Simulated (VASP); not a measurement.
# GeSb2Te4 (Cm) in VASP: single point with PBE

Aim: the single point of GeSb2Te4 with PBE.

All numbers are computed with VASP 6.6.1; they aren't measurements. Logs are shortened: lines on timing, memory, paths and dates and some standing lists are left out, and cuts for length are marked.

**1. The cell of the first run**

It takes space group Cm (No. 8, monoclinic). The conventional cell has a = 7.444 Å, b = 4.298 Å, c = 14.185 Å, α = 90.00°, β = 95.02°, γ = 90.00°. Ge (site symmetry m) has 6 Te at 2.85 to 3.32 Å within 3.8 Å. Within 4.0 Å of Sb (site symmetry m) lie 6 Te at 3.01 to 3.22 Å. Within 4.0 Å of Sb (site symmetry m) lie 6 Te at 3.03 to 3.17 Å. Within 3.8 Å of Te (site symmetry m) lie 3 Ge at 2.85 Å and 1 Te at 3.28 Å. Within 4.0 Å of Te (site symmetry m) lie 3 Sb at 3.01 Å and 1 Te at 3.28 Å. Within 4.6 Å of Te (site symmetry m) lie 6 Sb at 3.17 to 3.22 Å and 12 Te at 4.30 to 4.50 Å. Te (site symmetry m) has 3 Sb at 3.03 Å and 3 Ge at 3.32 Å within 4.0 Å.

**2. Single point, PBE**

File INCAR:

```
SYSTEM = GeSb2Te4
PREC     = Accurate       ! precision mode
ENCUT    = 520            ! plane-wave cutoff, eV
EDIFF    = 1E-7           ! SCF threshold, eV
ISMEAR   = 0              ! smearing method
SIGMA    = 0.03           ! smearing width, eV
LREAL    = .False.        ! projectors in reciprocal space
LASPH    = .True.         ! aspherical terms in the spheres
NELM     = 60             ! most SCF steps
ALGO     = Normal         ! electronic algorithm
ISIF     = 2              ! what is computed and relaxed
LWAVE    = .False.        ! write WAVECAR
LCHARG   = .True.         ! write CHGCAR
GGA      = PE             ! functional
LELF     = .True.         ! ELF
LVHAR    = .True.       
NBANDS   = 33             ! bands
```

File KPOINTS:

```
Automatic mesh
0
Gamma
  9 9 3
  0 0 0
```

File POSCAR:

```
GeSb2Te4
1.0
   -4.2977010893      0.0000000000      0.0000000000
   -2.1488505447     -3.7219183212      0.0000000000
    0.0000000000      1.2406394404     14.1302728042
Ge Sb Te
1 2 4
Direct
    0.4675937037      0.5712625926      0.2073377777
    0.0402576068      0.4259347865      0.7713543595
    0.7543720852      0.9977058295      0.4866674886
    0.8175485645      0.8713528710      0.1076086130
   -0.3132492711      0.1329485421      0.8923956264
    0.3977520217      0.7109459565      0.6263878696
    0.1083007892      0.2898484217      0.3630952651
```

Potentials or basis: VASP PAW PBE potentials, release 64 (Ge_d, Sb, Te).

On the command line:

```bash
$ cat potpaw_PBE.64/Ge_d/POTCAR potpaw_PBE.64/Sb/POTCAR potpaw_PBE.64/Te/POTCAR > POTCAR
$ mpirun -np 1 vasp_std > vasp.out
```

OUTCAR:

```text
SYSTEM = GeSb2Te4
   PREC = Accurate
   ENCUT = 520
   EDIFF = 1E-7
   ISMEAR = 0
   LREAL = .False.
   LASPH = .True.
   NELM = 60
   ISIF = 2
   GGA = PE

 ion  position               nearest neighbor table
   1  0.468  0.571  0.207-   4 2.85   4 2.85   4 2.85
   2  0.040  0.426  0.771-   5 3.01   5 3.01   5 3.01   6 3.22   6 3.22   6 3.22
   3  0.754  0.998  0.487-   7 3.03   7 3.03   7 3.03   6 3.17   6 3.17   6 3.17
   4  0.818  0.871  0.108-   1 2.85   1 2.85   1 2.85   5 3.28
   5  0.687  0.133  0.892-   2 3.01   2 3.01   2 3.01   4 3.28
   6  0.398  0.711  0.626-   3 3.17   3 3.17   3 3.17   2 3.22   2 3.22   2 3.22
   7  0.108  0.290  0.363-   3 3.03   3 3.03   3 3.03

  LATTYP: Found a base centered monoclinic cell.
 ALAT       =     7.4438366424
 B/A-ratio  =     0.5773502692
 C/A-ratio  =     1.9055539584
 COS(beta)  =    -0.0874636302

  Lattice vectors:

 A1 = (  -2.1488505447,  -3.7219183212,   0.0000000000)
 A2 = (   2.1488505446,  -3.7219183212,   0.0000000000)
 A3 = (   0.0000000000,   1.2406394404,  14.1302728042)

Analysis of symmetry for initial positions (statically):
=====================================================================
 Subroutine PRICEL returns:
 Original cell was already a primitive cell.

 Routine SETGRP: Setting up the symmetry group for a
 base centered monoclinic supercell.

 Subroutine GETGRP returns: Found  2 space group operations
 (whereof  1 operations were pure point group operations)
 out of a pool of  4 trial point group operations.

The static configuration has the point symmetry C_1 .
 The point group associated with its full space group is C_1h.

Analysis of symmetry for dynamics (positions and initial velocities):
=====================================================================
 Subroutine PRICEL returns:
 Original cell was already a primitive cell.

 Routine SETGRP: Setting up the symmetry group for a
 base centered monoclinic supercell.

 Subroutine GETGRP returns: Found  2 space group operations
 (whereof  1 operations were pure point group operations)
 out of a pool of  4 trial point group operations.

The dynamic configuration has the point symmetry C_1 .
 The point group associated with its full space group is C_1h.

 Subroutine INISYM returns: Found  2 space group operations
 (whereof  1 operations are pure point group operations),
 and found     1 'primitive' translations

----------------------------------------------------------------------------------------

                                     Primitive cell

  volume of cell :     226.0235

  direct lattice vectors                    reciprocal lattice vectors
    -4.297701089  0.000000000  0.000000000    -0.232682539  0.134339326 -0.011795007
    -2.148850545 -3.721918321  0.000000000     0.000000000 -0.268678653  0.023590014
     0.000000000  1.240639440 14.130272804     0.000000000  0.000000000  0.070770042

  length of vectors
     4.297701089  4.297701089 14.184632380     0.268937429  0.269712267  0.070770042

  position of ions in fractional coordinates (direct lattice)
     0.467593704  0.571262593  0.207337778
     0.040257607  0.425934787  0.771354360
     0.754372085  0.997705829  0.486667489
     0.817548565  0.871352871  0.107608613
     0.686750729  0.132948542  0.892395626
     0.397752022  0.710945956  0.626387870
     0.108300789  0.289848422  0.363095265

  ion indices of the primitive-cell ions
   primitive index   ion index
                 1           1
                 2           2
                 3           3
                 4           4
                 5           5
                 6           6
                 7           7

----------------------------------------------------------------------------------------

 KPOINTS: Automatic mesh

Automatic generation of k-mesh.
 Grid dimensions read from file:
 generate k-points for:    9    9    3

 Generating k-lattice:

  Cartesian coordinates                     Fractional coordinates (reciprocal lattice)
    -0.025853615  0.014926592 -0.001310556     0.111111111  0.000000000  0.000000000
     0.000000000 -0.029853184  0.002621113     0.000000000  0.111111111  0.000000000
     0.000000000  0.000000000  0.023590014     0.000000000  0.000000000  0.333333333

  Length of vectors
     0.029881937  0.029968030  0.023590014

  Shift w.r.t. Gamma in fractional coordinates (k-lattice)
     0.000000000  0.000000000  0.000000000

 Subroutine IBZKPT returns following result:
 ===========================================

 Found     70 irreducible k-points:

 Following reciprocal coordinates:
            Coordinates               Weight
  0.000000  0.000000  0.000000      1.000000
  0.111111  0.000000 -0.000000      4.000000
  0.222222  0.000000 -0.000000      4.000000
  0.333333  0.000000 -0.000000      4.000000
  0.444444  0.000000 -0.000000      4.000000
  0.000000  0.111111  0.000000      2.000000
[... 16 lines left out ...]
 -0.111111  0.333333 -0.000000      4.000000
  0.000000  0.444444  0.000000      2.000000
 [... further k-points ...]
   k-points           NKPTS =     70   k-points in BZ     NKDIM =     70   number of bands    NBANDS=     33
   number of dos      NEDOS =    301   number of ions     NIONS =      7
   total plane-waves  NPLWV = 110592
   dimension x,y,z NGX =    32 NGY =   32 NGZ =  108
   dimension x,y,z NGXF=    64 NGYF=   64 NGZF=  216
   ions per type =               1   2   4
   NGX,Y,Z   is equivalent  to a cutoff of  12.38, 12.38, 12.66 a.u.
   NGXF,Y,Z  is equivalent  to a cutoff of  24.76, 24.76, 25.32 a.u.
 SYSTEM =  GeSb2Te4
   PREC   = accura    normal or accurate (medium, high low for compatibility)
   ISTART =      0    job   : 0-new  1-cont  2-samecut
   ICHARG =      2    charge: 1-file 2-atom 10-const
   ISPIN  =      1    spin polarized calculation?
   LNONCOLLINEAR =      F non collinear calculations
   LSORBIT =      F    spin-orbit coupling
   LASPH  =      T    aspherical Exc in radial PAW
   ENCUT  =  520.0 eV  38.22 Ry    6.18 a.u.   7.99  7.99 26.37*2*pi/ulx,y,z
   NELM   =     60;   NELMIN=  2; NELMDL= -5     # of ELM steps
   EDIFF  = 0.1E-06   stopping-criterion for ELM
   LREAL  =      F    real-space projection
   EDIFFG = 0.1E-05   stopping-criterion for IOM
   NSW    =      0    number of steps for IOM
   IBRION =     -1    ionic relax: 0-MD 1-quasi-New 2-CG
   NFREE  =      0    steps in history (QN), initial steepest desc. (CG)
   ISIF   =      2    stress and relaxation
   ISYM   =      2    0-nonsym 1-usesym 2-fastsym
   POTIM  = 0.5000    time-step for ionic-motion
   TEBEG  =    0.0;   TEEND  =   0.0 temperature during run
   PSTRESS=    0.0 pullay stress
   NELECT =      48.0000    total number of electrons
   NUPDOWN=      -1.0000    fix difference up-down
   EMIN   =  10.00;   EMAX   =-10.00  energy-range for DOS
   EFERMI =   0.00;   METHOD = LEGACY
   ISMEAR =     0;   SIGMA  =   0.03  broadening in eV -4-tet -1-fermi 0-gaus
   EFERMI_NEDOS =   21; number of points for ismear=-14 and -15
   IALGO  =     38    algorithm
   IMIX   =      4    mixing-type and parameters
     AMIX     =   0.40;   BMIX     =  1.00
     AMIX_MAG =   1.60;   BMIX_MAG =  1.00
  volume/ion in A,a.u.               =      32.29       217.90
  Fermi-wavevector in a.u.,A,eV,Ry     =   0.976721  1.845736 12.979750  0.953985
  Thomas-Fermi vector in A             =   2.107363
   LORBIT       =      0    0 simple, 1 ext, 2 COOP (PROOUT), +10 PAW based schemes
   GGA     = PE    functional components
   LHFCALC =     F    Hartree Fock is set to
   AEXX    =    0.0000 exact exchange contribution
   IVDW    =     0    specifies the selected vdW correction
   LEPSILON=     F    determine dielectric tensor
   LRPA    =     F    only Hartree local field effects (RPA)
 non-spin polarized calculation
 Gauss-broadening in eV      SIGMA  =   0.03
  energy-cutoff  :      520.00
  volume of cell :      226.02
 maximum number of plane-waves:      6110
   NGX = 15   NGY = 15   NGZ = 53

 number of electron      47.9999999 magnetization

 Free energy of the ion-electron system (eV)
  ---------------------------------------------------
  ext. energy  EPLUGINS =         0.00000000
  ---------------------------------------------------
  free energy    TOTEN  =       -25.94886382 eV

  energy without entropy =      -25.94886358  energy(sigma->0) =      -25.94886370

 E-fermi :   6.1412     XC(G=0):  -9.1513

 val. band max:        6.0614732928   @ k =   0.0000   0.1111   0.0000
 cond. band min:       6.2244924717   @ k =  -0.3333  -0.0000   0.3333
 fundamental gap:      0.1630191789
 Fermi energy:         6.1411891114

 k-point     1 :       0.0000    0.0000    0.0000
  band No.  band energies     occupation
      1     -18.8738      2.00000
      2     -18.8701      2.00000
      3     -18.8649      2.00000
      4     -18.8632      2.00000
      5     -18.8605      2.00000
      6      -7.2138      2.00000
[... 25 lines left out ...]
     32       8.0461      0.00000
     33       8.1452      0.00000

 k-point     2 :       0.1111    0.0000   -0.0000
  band No.  band energies     occupation
      1     -18.8738      2.00000
      2     -18.8702      2.00000
      3     -18.8649      2.00000
      4     -18.8633      2.00000
      5     -18.8603      2.00000
      6      -7.1062      2.00000
[... 25 lines left out ...]
     32       8.3295      0.00000
     33       8.6153      0.00000

 k-point     3 :       0.2222    0.0000   -0.0000
  band No.  band energies     occupation
      1     -18.8738      2.00000
      2     -18.8702      2.00000
      3     -18.8648      2.00000
      4     -18.8635      2.00000
      5     -18.8599      2.00000
      6      -6.7918      2.00000
[... 25 lines left out ...]
     32       8.8440      0.00000
     33       9.3633      0.00000

 k-point     4 :       0.3333    0.0000   -0.0000
  band No.  band energies     occupation
      1     -18.8740      2.00000
      2     -18.8702      2.00000
      3     -18.8647      2.00000
      4     -18.8636      2.00000
      5     -18.8594      2.00000
      6      -6.3061      2.00000
[... 673 lines left out ...]
     32       9.8072      0.00000
     33      10.0537      0.00000

 k-point    23 :      -0.1111    0.3333   -0.0000
  band No.  band energies     occupation
      1     -18.8755      2.00000
      2     -18.8684      2.00000
      3     -18.8645      2.00000
      4     -18.8633      2.00000
      5     -18.8601      2.00000
      6      -5.9520      2.00000
[... 25 lines left out ...]
     32       9.2091      0.00000
     33       9.6351      0.00000

 k-point    24 :       0.0000    0.4444    0.0000
  band No.  band energies     occupation
      1     -18.8758      2.00000
      2     -18.8681      2.00000
      3     -18.8645      2.00000
      4     -18.8632      2.00000
      5     -18.8602      2.00000
      6      -5.7463      2.00000
[... 25 lines left out ...]
     32       9.2563      0.00000
     33       9.3980      0.00000

 [... further k-points ...]
[... 5 lines left out ...]
  --------------------------------------------------------------------------------------
  -------------------------------------------------------------------------------------
  Total        0.3519505      0.0931500      1.9890399     -0.0000000      1.0954000      0.0000000
  in kB        2.4948163      0.6602976     14.0993956     -0.0000000      7.7647899      0.0000000
  external PRESSURE =       5.7515032 kB  Pullay stress =       0.0000000 kB

 VOLUME and BASIS-vectors are now :
 -----------------------------------------------------------------------------
  energy-cutoff  :      520.00
  volume of cell :      226.02
      direct lattice vectors                 reciprocal lattice vectors
    -4.297701089  0.000000000  0.000000000    -0.232682539  0.134339326 -0.011795007
    -2.148850545 -3.721918321  0.000000000     0.000000000 -0.268678653  0.023590014
     0.000000000  1.240639440 14.130272804     0.000000000  0.000000000  0.070770042

 POSITION                                       TOTAL-FORCE (eV/Angst)
 -----------------------------------------------------------------------------------
     -3.23714     -1.86896      2.92974         0.000000      0.045542      0.142956
     -1.08829     -0.62832     10.89945        -0.000000     -0.047658     -0.231730
     -5.38599     -3.10960      6.87674         0.000000      0.045278      0.057778
     -5.38599     -3.10960      1.52054         0.000000      0.176990      0.355243
     -3.23714      0.61232     12.60979        -0.000000     -0.127205     -0.252855
     -3.23714     -1.86896      8.85103        -0.000000     -0.050696     -0.015935
     -1.08829     -0.62832      5.13064        -0.000000     -0.042250     -0.055457
 -----------------------------------------------------------------------------------
    total drift:                                0.000053     -0.000759      0.000623

  FREE ENERGIE OF THE ION-ELECTRON SYSTEM (eV)
  ---------------------------------------------------
  free  energy   TOTEN  =       -25.9488638217 eV

  energy  without entropy=      -25.9488635766  energy(sigma->0) =      -25.94886370
```

Wall time 6 min (1 thread of Intel Xeon Platinum 8488C (Sapphire Rapids), shared host); peak memory 0.66 GiB.

What came out:

```yaml
Free_energy: -25.9489 eV
Pressure: 0.6 GPa
Largest_force: 0.397 eV/Å
Band_gap_on_the_k_mesh: 0.16 eV (least direct gap 0.32 eV)
```

Forces on the atoms (eV/Å):
```
Ge   0.000  0.046  0.143
Sb   0.000 -0.048 -0.232
Sb   0.000  0.045  0.058
Te   0.000  0.177  0.355
Te   0.000 -0.127 -0.253
Te   0.000 -0.051 -0.016
Te   0.000 -0.042 -0.055
```

Stress tensor (GPa, compression positive):
```
0.25 0.00 0.00
0.00 0.07 0.78
0.00 0.78 1.41
```

Caveat: spin-orbit coupling is left out, which moves the levels of the heavy elements; an odd mesh through Γ misses points on the zone boundary, where band edges can lie.
